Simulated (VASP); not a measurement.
# Ta4O (P1) in VASP: relaxation of cell and atoms with PBEsol

Aim: the relaxation of cell and atoms of Ta4O with PBEsol.

Everything below comes from runs of VASP 6.6.1. Logs are shortened: lines on timing, memory, paths and dates and some standing lists are left out, and cuts for length are marked.

**1. The cell of the first run**

The typed cell holds 5 atoms: a = 3.257 Å, b = 3.257 Å, c = 7.409 Å, α = 90.00°, β = 90.00°, γ = 90.00°.

**2. Relaxation of cell and atoms, PBEsol**

INCAR reads:

```
ALGO = Normal
EDIFF = 1E-6
EDIFFG = -0.005
ENCUT = 600
GGA = PS
IBRION = 2
ISIF = 3
ISMEAR = 0
LASPH = True
LCHARG = False
LREAL = False
LWAVE = False
NELM = 60
NSW = 100
PREC = Accurate
SIGMA = 0.1
```

KPOINTS reads:

```
k-points
0
Gamma
  6 6 4
```

POSCAR reads:

```
Ta4O
1.0
    3.2574970000      0.0000000000      0.0000000000
    0.0000000000      3.2574970000      0.0000000000
    0.0000000000      0.0000000000      7.4093410000
Ta O
4 1
Direct
   -0.0431069379      0.0532490306      0.4997162780
    0.4864811606      0.5229431957      0.7463814684
    0.5029277173      0.4542939758      0.2198485165
   -0.0690684858     -0.0513193979      0.0028443373
    0.5037087513      0.4583335547      0.4646474650
```

Potentials or basis: VASP PAW PBE potentials, release 64 (Ta_pv, O).

Started as:

```
cat potpaw_PBE.64/Ta_pv/POTCAR potpaw_PBE.64/O/POTCAR > POTCAR
mpirun -np 1 vasp_std > vasp.out
```

OUTCAR:

```text
EDIFF = 1E-6
   EDIFFG = -0.005
   ENCUT = 600
   GGA = PS
   IBRION = 2
   ISIF = 3
   ISMEAR = 0
   LASPH = True
   LREAL = False
   NELM = 60
   NSW = 100
   PREC = Accurate

 ion  position               nearest neighbor table
   1  0.957  0.053  0.500-   5 2.00   5 2.23   5 2.45   5 2.64   2 2.83   3 2.86   2 2.94   2 2.94
                             3 3.03   2 3.05   3 3.21   3 3.36
   2  0.486  0.523  0.746-   5 2.10   4 2.76   1 2.83   1 2.94   1 2.94   4 2.97   4 3.03   1 3.05
                             4 3.22   3 3.52
   3  0.503  0.454  0.220-   5 1.81   4 2.67   4 2.69   1 2.86   4 2.94   4 2.96   1 3.03   1 3.21
                             1 3.36   2 3.52
   4  0.931  0.949  0.003-   3 2.67   3 2.69   2 2.76   3 2.94   3 2.96   2 2.97   2 3.03   2 3.22

   5  0.504  0.458  0.465-   3 1.81   1 2.00   2 2.10   1 2.23   1 2.45   1 2.64

  LATTYP: Found a simple tetragonal cell.
 ALAT       =     3.2574970000
 C/A-ratio  =     2.2745503680

  Lattice vectors:

 A1 = (   3.2574970000,   0.0000000000,   0.0000000000)
 A2 = (   0.0000000000,   3.2574970000,   0.0000000000)
 A3 = (   0.0000000000,   0.0000000000,   7.4093410000)

Analysis of symmetry for initial positions (statically):
=====================================================================
 Subroutine PRICEL returns:
 Original cell was already a primitive cell.

 Routine SETGRP: Setting up the symmetry group for a
 simple tetragonal supercell.

 Subroutine GETGRP returns: Found  1 space group operations
 (whereof  1 operations were pure point group operations)
 out of a pool of 16 trial point group operations.

The static configuration has the point symmetry C_1 .

Analysis of symmetry for dynamics (positions and initial velocities):
=====================================================================
 Subroutine PRICEL returns:
 Original cell was already a primitive cell.

 Routine SETGRP: Setting up the symmetry group for a
 simple tetragonal supercell.

 Subroutine GETGRP returns: Found  1 space group operations
 (whereof  1 operations were pure point group operations)
 out of a pool of 16 trial point group operations.

The dynamic configuration has the point symmetry C_1 .

 Subroutine INISYM returns: Found  1 space group operations
 (whereof  1 operations are pure point group operations),
 and found     1 'primitive' translations

----------------------------------------------------------------------------------------

                                     Primitive cell

  volume of cell :      78.6226

  direct lattice vectors                    reciprocal lattice vectors
     3.257497000  0.000000000  0.000000000     0.306984166  0.000000000  0.000000000
     0.000000000  3.257497000  0.000000000     0.000000000  0.306984166  0.000000000
     0.000000000  0.000000000  7.409341000     0.000000000  0.000000000  0.134964769

  length of vectors
     3.257497000  3.257497000  7.409341000     0.306984166  0.306984166  0.134964769

  position of ions in fractional coordinates (direct lattice)
     0.956893062  0.053249031  0.499716278
     0.486481161  0.522943196  0.746381468
     0.502927717  0.454293976  0.219848517
     0.930931514  0.948680602  0.002844337
     0.503708751  0.458333555  0.464647465

  ion indices of the primitive-cell ions
   primitive index   ion index
                 1           1
                 2           2
                 3           3
                 4           4
                 5           5

----------------------------------------------------------------------------------------

 KPOINTS: k-points

Automatic generation of k-mesh.
 Grid dimensions read from file:
 generate k-points for:    6    6    4

 Generating k-lattice:

  Cartesian coordinates                     Fractional coordinates (reciprocal lattice)
     0.051164028  0.000000000  0.000000000     0.166666667  0.000000000  0.000000000
     0.000000000  0.051164028  0.000000000     0.000000000  0.166666667  0.000000000
     0.000000000  0.000000000  0.033741192     0.000000000  0.000000000  0.250000000

  Length of vectors
     0.051164028  0.051164028  0.033741192

  Shift w.r.t. Gamma in fractional coordinates (k-lattice)
     0.000000000  0.000000000  0.000000000

 Subroutine IBZKPT returns following result:
 ===========================================

 Found     76 irreducible k-points:

 Following reciprocal coordinates:
            Coordinates               Weight
  0.000000  0.000000  0.000000      1.000000
  0.166667  0.000000  0.000000      2.000000
  0.000000  0.166667  0.000000      2.000000
  0.333333  0.000000  0.000000      2.000000
  0.000000  0.333333  0.000000      2.000000
  0.500000  0.000000  0.000000      1.000000
[... 16 lines left out ...]
  0.000000  0.166667  0.250000      2.000000
 -0.166667  0.000000  0.250000      2.000000
 [... further k-points ...]
   k-points           NKPTS =     76   k-points in BZ     NKDIM =     76   number of bands    NBANDS=     30
   number of dos      NEDOS =    301   number of ions     NIONS =      5
   total plane-waves  NPLWV =  47040
   dimension x,y,z NGX =    28 NGY =   28 NGZ =   60
   dimension x,y,z NGXF=    56 NGYF=   56 NGZF=  120
   ions per type =               4   1
   NGX,Y,Z   is equivalent  to a cutoff of  14.29, 14.29, 13.46 a.u.
   NGXF,Y,Z  is equivalent  to a cutoff of  28.58, 28.58, 26.92 a.u.
 SYSTEM =  unknown system
   PREC   = accura    normal or accurate (medium, high low for compatibility)
   ISTART =      0    job   : 0-new  1-cont  2-samecut
   ICHARG =      2    charge: 1-file 2-atom 10-const
   ISPIN  =      1    spin polarized calculation?
   LNONCOLLINEAR =      F non collinear calculations
   LSORBIT =      F    spin-orbit coupling
   LASPH  =      T    aspherical Exc in radial PAW
   ENCUT  =  600.0 eV  44.10 Ry    6.64 a.u.   6.51  6.51 14.80*2*pi/ulx,y,z
   NELM   =     60;   NELMIN=  2; NELMDL= -5     # of ELM steps
   EDIFF  = 0.1E-05   stopping-criterion for ELM
   LREAL  =      F    real-space projection
   EDIFFG = -.5E-02   stopping-criterion for IOM
   NSW    =    100    number of steps for IOM
   IBRION =      2    ionic relax: 0-MD 1-quasi-New 2-CG
   NFREE  =      1    steps in history (QN), initial steepest desc. (CG)
   ISIF   =      3    stress and relaxation
   ISYM   =      2    0-nonsym 1-usesym 2-fastsym
   POTIM  = 0.5000    time-step for ionic-motion
   TEBEG  =    0.0;   TEEND  =   0.0 temperature during run
   PSTRESS=    0.0 pullay stress
   NELECT =      50.0000    total number of electrons
   NUPDOWN=      -1.0000    fix difference up-down
   EMIN   =  10.00;   EMAX   =-10.00  energy-range for DOS
   EFERMI =   0.00;   METHOD = LEGACY
   ISMEAR =     0;   SIGMA  =   0.10  broadening in eV -4-tet -1-fermi 0-gaus
   EFERMI_NEDOS =   21; number of points for ismear=-14 and -15
   IALGO  =     38    algorithm
   IMIX   =      4    mixing-type and parameters
     AMIX     =   0.40;   BMIX     =  1.00
     AMIX_MAG =   1.60;   BMIX_MAG =  1.00
  volume/ion in A,a.u.               =      15.72       106.11
  Fermi-wavevector in a.u.,A,eV,Ry     =   1.407826  2.660405 26.966391  1.981974
  Thomas-Fermi vector in A             =   2.530046
   LORBIT       =      0    0 simple, 1 ext, 2 COOP (PROOUT), +10 PAW based schemes
   GGA     = PS    functional components
   LHFCALC =     F    Hartree Fock is set to
   AEXX    =    0.0000 exact exchange contribution
   IVDW    =     0    specifies the selected vdW correction
   LEPSILON=     F    determine dielectric tensor
   LRPA    =     F    only Hartree local field effects (RPA)
 conjugate gradient relaxation of ions
 non-spin polarized calculation
 Gauss-broadening in eV      SIGMA  =   0.10
  energy-cutoff  :      600.00
  volume of cell :       78.62
 maximum number of plane-waves:      2653
 NGX is ok and might be reduce to    28
   NGX = 13   NGY = 13   NGZ = 29

--------------------------------------- Ionic step        1  -------------------------------------------

 number of electron      50.0000001 magnetization

 Free energy of the ion-electron system (eV)
  ---------------------------------------------------
  ext. energy  EPLUGINS =         0.00000000
  ---------------------------------------------------
  free energy    TOTEN  =       -56.82276618 eV

  energy without entropy =      -56.81213383  energy(sigma->0) =      -56.81745000

------------------------ aborting loop because EDIFF is reached ----------------------------------------

  FORCE on cell =-STRESS in cart. coord.  units (eV):
  Direction    XX          YY          ZZ          XY          YZ          ZX
  --------------------------------------------------------------------------------------
  -------------------------------------------------------------------------------------
  Total        1.1352926      0.1709997      8.6372139     -2.1952713      0.1256427     -0.2172410
  in kB       23.1350670      3.4846434    176.0097089    -44.7353824      2.5603561     -4.4269523
  external PRESSURE =      67.5431398 kB  Pullay stress =       0.0000000 kB
[... 98 lines left out ...]
  FREE ENERGIE OF THE ION-ELECTRON SYSTEM (eV)
  ---------------------------------------------------
  free  energy   TOTEN  =       -57.7325682322 eV

  energy  without entropy=      -57.7197513434  energy(sigma->0) =      -57.72615979

[... ionic steps 4 to 28 ...]

--------------------------------------- Ionic step       29  -------------------------------------------

 number of electron      50.0000003 magnetization

------------------------ aborting loop because EDIFF is reached ----------------------------------------

  FORCE on cell =-STRESS in cart. coord.  units (eV):
  Direction    XX          YY          ZZ          XY          YZ          ZX
  --------------------------------------------------------------------------------------
  -------------------------------------------------------------------------------------
  Total        0.0059891      0.0003977      0.0024125     -0.0095741      0.0088884      0.0003075
  in kB        0.1265776      0.0084061      0.0509870     -0.2023464      0.1878533      0.0064988
  external PRESSURE =       0.0619902 kB  Pullay stress =       0.0000000 kB
[... 63 lines left out ...]
  energy  without entropy=      -58.5384991529  energy(sigma->0) =      -58.54286202

--------------------------------------- Ionic step       31  -------------------------------------------

 number of electron      50.0000003 magnetization

 Free energy of the ion-electron system (eV)
  ---------------------------------------------------
  ext. energy  EPLUGINS =         0.00000000
  ---------------------------------------------------
  free energy    TOTEN  =       -58.54722555 eV

  energy without entropy =      -58.53850810  energy(sigma->0) =      -58.54286682

 E-fermi :   6.5955     XC(G=0): -12.9229

 val. band max:        6.5435496312   @ k =   0.0000   0.0000   0.0000
 cond. band min:       6.6305699973   @ k =  -0.1667   0.3333   0.0000
 fundamental gap:      0.0870203661
 Fermi energy:         6.5954640480

 k-point     1 :       0.0000    0.0000    0.0000
  band No.  band energies     occupation
      1     -28.8266      2.00000
      2     -28.8262      2.00000
      3     -28.5400      2.00000
      4     -27.9965      2.00000
      5     -27.8719      2.00000
      6     -27.6407      2.00000
[... 781 lines left out ...]
     29       8.0811      0.00000
     30       8.2834      0.00000

 [... further k-points ...]

------------------------ aborting loop because EDIFF is reached ----------------------------------------

  FORCE on cell =-STRESS in cart. coord.  units (eV):
  Direction    XX          YY          ZZ          XY          YZ          ZX
  --------------------------------------------------------------------------------------
  -------------------------------------------------------------------------------------
  Total        0.0170776      0.0162728      0.0236560      0.0015858      0.0086821      0.0017927
  in kB        0.3609662      0.3439544      0.5000117      0.0335177      0.1835108      0.0378914
  external PRESSURE =       0.4016441 kB  Pullay stress =       0.0000000 kB
[... 20 lines left out ...]
  FREE ENERGIE OF THE ION-ELECTRON SYSTEM (eV)
  ---------------------------------------------------
  free  energy   TOTEN  =       -58.5472255454 eV

  energy  without entropy=      -58.5385081003  energy(sigma->0) =      -58.54286682

 reached required accuracy - stopping structural energy minimisation
```

It took 26 min on 1 thread of Intel Xeon 6975P-C (Granite Rapids), shared host; peak memory 0.33 GiB.

Results:

| Quantity | Value |
| --- | --- |
| Free energy | -58.5472 eV |
| Relaxed volume | 15.16 Å³/atom |
| Relaxed cell | a = 3.207 Å, b = 3.206 Å, c = 7.372 Å, α = 90.01°, β = 90.01°, γ = 90.01° |
| Space group after relaxing (to 0.1 Å) | P4/mmm (No. 123) |
| Energy gained by relaxing | 344.9 meV/atom |
| Ionic steps | 31 |
| Pressure after relaxing | 0.0 GPa |
| Largest force after relaxing | 0.005 eV/Å |
| Band gap on the k mesh | zero (bands 25 and 26 overlap by 0.53 eV) |

Forces in eV/Å, atoms in the order of the input:
```
Ta   0.000  0.004 -0.004
Ta   0.002 -0.002  0.003
Ta   0.003 -0.001 -0.002
Ta  -0.002  0.002  0.003
O   -0.003 -0.002 -0.001
```

The path:
| step | energy change (eV) | largest force (eV/Å) | pressure (GPa) | volume (Å³) |
| --- | --- | --- | --- | --- |
| 1 | 0.0000 | 6.0533 | 6.75 | 78.62 |
| 2 | -0.3358 | 1.5251 | -18.86 | 86.21 |
| 3 | -0.9098 | 2.1432 | -11.34 | 81.98 |
| 4 | -1.3317 | 1.7549 | 12.68 | 72.58 |
| 5 | -1.4279 | 1.3689 | 4.05 | 75.13 |
| 6 | -1.6313 | 0.9265 | -0.50 | 76.06 |
| 7 | -1.6342 | 0.7630 | -0.20 | 75.96 |
| 8 | -1.6950 | 0.3743 | 0.07 | 75.90 |
| 9 | -1.6994 | 0.3096 | 0.32 | 75.87 |
| 10 | -1.7141 | 0.1632 | -0.86 | 76.14 |
| 11 | -1.7152 | 0.2156 | -1.24 | 76.24 |
| 12 | -1.7168 | 0.1148 | 1.92 | 75.21 |
| 13 | -1.7196 | 0.1483 | 0.50 | 75.66 |
| 14 | -1.7220 | 0.1117 | 0.03 | 75.82 |
| 15 | -1.7221 | 0.1215 | -0.04 | 75.84 |
| 16 | -1.7230 | 0.0647 | -0.07 | 75.85 |
| 17 | -1.7232 | 0.0915 | -0.08 | 75.86 |
| 18 | -1.7238 | 0.0517 | 0.12 | 75.78 |
| 19 | -1.7238 | 0.0434 | 0.18 | 75.75 |
| 20 | -1.7240 | 0.0374 | -0.33 | 75.91 |
| 21 | -1.7240 | 0.0330 | -0.20 | 75.87 |
| 22 | -1.7242 | 0.0267 | -0.08 | 75.84 |
| 23 | -1.7242 | 0.0326 | -0.01 | 75.82 |
| 24 | -1.7243 | 0.0213 | 0.03 | 75.81 |
| 25 | -1.7244 | 0.0257 | 0.08 | 75.79 |
| 26 | -1.7244 | 0.0164 | -0.07 | 75.84 |
| 27 | -1.7244 | 0.0154 | -0.08 | 75.84 |
| 28 | -1.7244 | 0.0115 | -0.01 | 75.81 |
| 29 | -1.7244 | 0.0134 | 0.01 | 75.81 |
| 30 | -1.7245 | 0.0052 | 0.03 | 75.80 |
| 31 | -1.7245 | 0.0050 | 0.04 | 75.80 |

Final structure:
```
Ta O
1.0
     3.20657    0.00008   -0.00023
    -0.00058    3.20647   -0.00073
    -0.00020    0.00100    7.37231
Ta O
4 1
Direct
  0.97623 0.98741 0.48673
  0.47604 0.48745 0.76849
  0.47606 0.48750 0.20487
  0.97605 0.98742 0.98666
  0.47657 0.48771 0.48669
```

Levels at points of the mesh, in eV from the Fermi level:
```csv
k point,band 23,band 24,band 25,band 26,band 27,band 28
"(0.00, 0.00, 0.00)",-0.53,-0.53,-0.05,0.57,1.06,1.06
"(0.50, 0.00, 0.00)",-0.95,-0.71,0.17,0.91,1.03,1.32
"(0.00, 0.50, 0.00)",-0.96,-0.71,0.17,0.91,1.03,1.32
"(0.50, 0.50, 0.00)",-1.60,-0.65,-0.65,1.90,2.44,2.93
"(0.00, 0.00, 0.50)",-0.56,-0.56,0.33,0.62,0.62,0.85
"(0.50, 0.00, 0.50)",-1.08,-0.61,-0.46,1.16,1.26,1.44
"(0.00, 0.50, 0.50)",-1.08,-0.61,-0.46,1.16,1.26,1.44
"(0.50, 0.50, 0.50)",-1.88,0.13,0.14,1.90,2.01,2.01
```

Caveat: the PAW data sets were made with another functional, which shifts forces and pressure a little; spin-orbit coupling is left out, which moves the levels of the heavy elements.

The gap in the log of VASP goes by the Fermi energy; the results here count the filled bands.